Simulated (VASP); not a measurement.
# ZrN (rocksalt type) (Fm-3m) in VASP: further runs, part 2 of 2

VASP 6.6.1.

## 6. Relaxation of cell and atoms, r2SCAN

This run uses another cell than the first one, of 10.00 Å³/atom.

POSCAR reads:

```
ZrN
1.0
    0.0000000000      2.1544346900      2.1544346900
    2.1544346900      0.0000000000      2.1544346900
    2.1544346900      2.1544346900      0.0000000000
Zr N
1 1
Direct
    0.0000000000      0.0000000000      0.0000000000
    0.5000000000      0.5000000000      0.5000000000
```

INCAR.step1 reads:

```
ALGO = Normal ; EDIFF = 1E-5
EDIFFG = -0.005 ; ENCUT = 660
GGA = PE ; GGA_COMPAT = False
IBRION = 2 ; ISIF = 3
ISMEAR = -1 ; LASPH = True
LCHARG = False ; LREAL = False
LWAVE = True ; NELM = 120
NELMIN = 4 ; NSW = 100
PREC = Accurate ; SIGMA = 0.05
```

INCAR.step2 reads:

```
ALGO = Normal ; EDIFF = 1E-7
EDIFFG = -0.005 ; ENCUT = 660
GGA_COMPAT = False ; IBRION = 2
ISIF = 3 ; ISMEAR = -1
ISTART = 1 ; LASPH = True
LCHARG = False ; LMIXTAU = True
LREAL = False ; LWAVE = False
METAGGA = R2SCAN ; NELM = 120
NELMIN = 4 ; NSW = 60
PREC = Accurate ; SIGMA = 0.05
```

KPOINTS reads:

```
k-points
0
Gamma
  15 15 15
```

Potentials or basis: VASP PAW PBE potentials, release 64 (Zr_sv, N).

Run with:

```console
$ cat potpaw_PBE.64/Zr_sv/POTCAR potpaw_PBE.64/N/POTCAR > POTCAR
$ cp INCAR.step1 INCAR
$ mpirun -np 1 vasp_std > vasp.out
$ cp INCAR.step2 INCAR
$ mpirun -np 1 vasp_std > vasp.out
```

OUTCAR:

```text
EDIFF = 1E-7
   EDIFFG = -0.005
   ENCUT = 660
   IBRION = 2
   ISIF = 3
   ISMEAR = -1
   ISTART = 1
   LASPH = True
   LREAL = False
   METAGGA = R2SCAN
   NELM = 120
   NELMIN = 4
   NSW = 60
   PREC = Accurate

 ion  position               nearest neighbor table
   1  0.000  0.000  0.000-   2 2.15   2 2.15   2 2.15   2 2.15   2 2.15   2 2.15
   2  0.500  0.500  0.500-   1 2.15   1 2.15   1 2.15   1 2.15   1 2.15   1 2.15

  LATTYP: Found a face centered cubic cell.
 ALAT       =     4.3088693800

  Lattice vectors:

 A1 = (   0.0000000000,   2.1544346900,   2.1544346900)
 A2 = (   2.1544346900,   0.0000000000,   2.1544346900)
 A3 = (   2.1544346900,   2.1544346900,   0.0000000000)

Analysis of symmetry for initial positions (statically):
=====================================================================
 Subroutine PRICEL returns:
 Original cell was already a primitive cell.

 Routine SETGRP: Setting up the symmetry group for a
 face centered cubic supercell.

 Subroutine GETGRP returns: Found 48 space group operations
 (whereof 48 operations were pure point group operations)
 out of a pool of 48 trial point group operations.

The static configuration has the point symmetry O_h .

Analysis of symmetry for dynamics (positions and initial velocities):
=====================================================================
 Subroutine PRICEL returns:
 Original cell was already a primitive cell.

 Routine SETGRP: Setting up the symmetry group for a
 face centered cubic supercell.

 Subroutine GETGRP returns: Found 48 space group operations
 (whereof 48 operations were pure point group operations)
 out of a pool of 48 trial point group operations.

The dynamic configuration has the point symmetry O_h .

 Subroutine INISYM returns: Found 48 space group operations
 (whereof 48 operations are pure point group operations),
 and found     1 'primitive' translations

----------------------------------------------------------------------------------------

                                     Primitive cell

  volume of cell :      20.0000

[... 122 lines left out ...]
  volume of cell :       20.00
 maximum number of plane-waves:       785
 NGX is ok and might be reduce to    28
   NGX = 13   NGY = 13   NGZ = 13

--------------------------------------- Ionic step        1  -------------------------------------------

 number of electron      17.0000000 magnetization

 Free energy of the ion-electron system (eV)
  ---------------------------------------------------
  ext. energy  EPLUGINS =         0.00000000
  ---------------------------------------------------
  free energy    TOTEN  =       -35.02684513 eV

  energy without entropy =      -35.02255179  energy(sigma->0) =      -35.02469846

------------------------ aborting loop because EDIFF is reached ----------------------------------------

  FORCE on cell =-STRESS in cart. coord.  units (eV):
  Direction    XX          YY          ZZ          XY          YZ          ZX
  --------------------------------------------------------------------------------------
  -------------------------------------------------------------------------------------
  Total        9.1986476      9.1986476      9.1986476      0.0000000      0.0000000      0.0000000
  in kB      736.8932298    736.8932298    736.8932298      0.0000000      0.0000000      0.0000000
  external PRESSURE =     736.8932298 kB  Pullay stress =       0.0000000 kB
[... 23 lines left out ...]
--------------------------------------- Ionic step        2  -------------------------------------------

 number of electron      17.0000000 magnetization

 E-fermi :   7.3589     XC(G=0): -11.0524

 val. band max:        7.3482535266   @ k =   0.2667   0.0667   0.0000
 cond. band min:       7.3629335319   @ k =  -0.1333   0.0667   0.0000
 fundamental gap:      0.0146800053
 Fermi energy:         7.3589012071

 k-point     1 :       0.0000    0.0000    0.0000
  band No.  band energies     occupation
      1     -45.1975      2.00000
      2     -22.3043      2.00000
      3     -22.3043      2.00000
      4     -22.3043      2.00000
      5      -8.0363      2.00000
      6       5.1531      2.00000
      7       5.1531      2.00000
      8       5.1531      2.00000
      9       7.0980      1.98923
     10       7.0980      1.98923
     11       7.0980      1.98923
     12       7.6594      0.00490
[... 452 lines left out ...]
--------------------------------------- Ionic step        5  -------------------------------------------

 number of electron      17.0000000 magnetization

 Free energy of the ion-electron system (eV)
  ---------------------------------------------------
  ext. energy  EPLUGINS =         0.00000000
  ---------------------------------------------------
  free energy    TOTEN  =       -35.83582822 eV

  energy without entropy =      -35.83039274  energy(sigma->0) =      -35.83311048

 E-fermi :  12.1698     XC(G=0): -13.2916

 val. band max:       12.1583391696   @ k =   0.1333   0.0000   0.0000
 cond. band min:      12.1755974558   @ k =   0.2667   0.0667   0.0000
 fundamental gap:      0.0172582862
 Fermi energy:        12.1697893751

 k-point     1 :       0.0000    0.0000    0.0000
  band No.  band energies     occupation
      1     -39.3254      2.00000
      2     -16.2456      2.00000
      3     -16.2456      2.00000
      4     -16.2456      2.00000
      5      -5.2738      2.00000
      6       9.1298      2.00000
      7       9.1298      2.00000
      8       9.1298      2.00000
      9      11.7658      1.99938
     10      11.7658      1.99938
     11      11.7658      1.99938
     12      13.8109      0.00000
[... 374 lines left out ...]
  FREE ENERGIE OF THE ION-ELECTRON SYSTEM (eV)
  ---------------------------------------------------
  free  energy   TOTEN  =       -35.8358282153 eV

  energy  without entropy=      -35.8303927449  energy(sigma->0) =      -35.83311048

 reached required accuracy - stopping structural energy minimisation
```

OUTCAR.step1:

```text
EDIFF = 1E-5
   EDIFFG = -0.005
   ENCUT = 660
   GGA = PE
   IBRION = 2
   ISIF = 3
   ISMEAR = -1
   LASPH = True
   LREAL = False
   NELM = 120
   NELMIN = 4
   NSW = 100
   PREC = Accurate
[... 720 lines left out ...]
  band No.  band energies     occupation
      1     -37.7298      2.00000
      2     -15.3580      2.00000
      3     -15.3580      2.00000
      4     -15.3580      2.00000
      5      -4.3640      2.00000
      6       9.2319      2.00000
      7       9.2319      2.00000
      8       9.2319      2.00000
      9      11.4840      1.99944
     10      11.4840      1.99944
     11      11.4840      1.99944
     12      13.4482      0.00000
[... 374 lines left out ...]
  FREE ENERGIE OF THE ION-ELECTRON SYSTEM (eV)
  ---------------------------------------------------
  free  energy   TOTEN  =       -20.3698488567 eV

  energy  without entropy=      -20.3642426298  energy(sigma->0) =      -20.36704574

 reached required accuracy - stopping structural energy minimisation
```

OSZICAR.step1:

```text
N       E                     dE             d eps       ncg     rms          rms(c)
DAV:   1     0.161114887027E+03    0.16111E+03   -0.11379E+04  2880   0.175E+03
DAV:   2    -0.142622296389E+02   -0.17538E+03   -0.16584E+03  3340   0.438E+02
DAV:   3    -0.226112287625E+02   -0.83490E+01   -0.82261E+01  3864   0.964E+01
[... 45 lines left out ...]
DAV:   3    -0.203696859737E+02    0.69821E-03   -0.47073E-03  4220   0.628E-01    0.118E-01
DAV:   4    -0.203697562009E+02   -0.70227E-04   -0.81997E-05  3468   0.114E-01    0.649E-02
DAV:   5    -0.203698246586E+02   -0.68458E-04   -0.49772E-05  4128   0.423E-02    0.269E-02
DAV:   6    -0.203698487869E+02   -0.24128E-04   -0.26665E-05  3072   0.358E-02    0.368E-03
DAV:   7    -0.203698488567E+02   -0.69825E-07   -0.17168E-06  1472   0.131E-02
   5 F= -.20369849E+02 E0= -.20367046E+02  d E =-.818890E+00
```

Wall time 16 min (1 thread of Intel Xeon Platinum 8488C (Sapphire Rapids), shared host); peak memory 0.21 GiB.

Results:

```
Free energy                           : -35.8358 eV
Relaxed volume                        : 12.07 Å³/atom
Relaxed cell                          : a = 3.244 Å, b = 3.244 Å, c = 3.244 Å, α = 60.00°, β = 60.00°, γ = 60.00°
Space group after relaxing (to 0.1 Å) : Fm-3m (No. 225)
Pressure after relaxing               : 0.0 GPa
Band gap on the k mesh                : zero (an odd number of electrons rules out a gap without spin polarisation)
```

Final structure:
```cif
data_structure
_symmetry_space_group_name_H-M 'P 1'
_symmetry_Int_Tables_number 1
_cell_length_a 3.2442
_cell_length_b 3.2442
_cell_length_c 3.2442
_cell_angle_alpha 60.000
_cell_angle_beta 60.000
_cell_angle_gamma 60.000
_cell_volume 24.14
loop_
_atom_site_label
_atom_site_type_symbol
_atom_site_fract_x
_atom_site_fract_y
_atom_site_fract_z
_atom_site_occupancy
Zr1 Zr 0.00000 0.00000 0.00000 1
N1 N 0.50000 0.50000 0.50000 1
```

Caveat: the volume moved by over 15 % at a fixed basis, so the end points are rough; the PAW data sets were made with another functional, which shifts forces and pressure a little.

## 7. The runs side by side

```csv
task,cell,gap on the mesh (eV),pressure (GPa)
single point,"a = 3.108 Å, angles 60.0°, 2 atoms",none,44.6
single point,"a = 3.177 Å, angles 60.0°, 2 atoms",none,19.0
single point,"a = 3.243 Å, angles 60.0°, 2 atoms",none,0.3
relaxation of cell and atoms,"relaxed from a = 3.047 Å, angles 60.0°, 2 atoms",none,0.0
```

Alike in all rows: level r2SCAN; potentials or basis VASP PAW PBE potentials, release 64 (Zr_sv, N); no spin polarisation; k mesh 15 × 15 × 15; cutoff (eV) 660; smearing fermi-dirac 0.05 eV.

Caveats: the PAW data sets were made with another functional, which shifts forces and pressure a little; the cell stands under pressure (at least some runs); the volume moved by over 15 % at a fixed basis, so the end points are rough (at least some runs).

Total energies depend on the potentials used, so only differences within one code and one set of settings carry meaning.
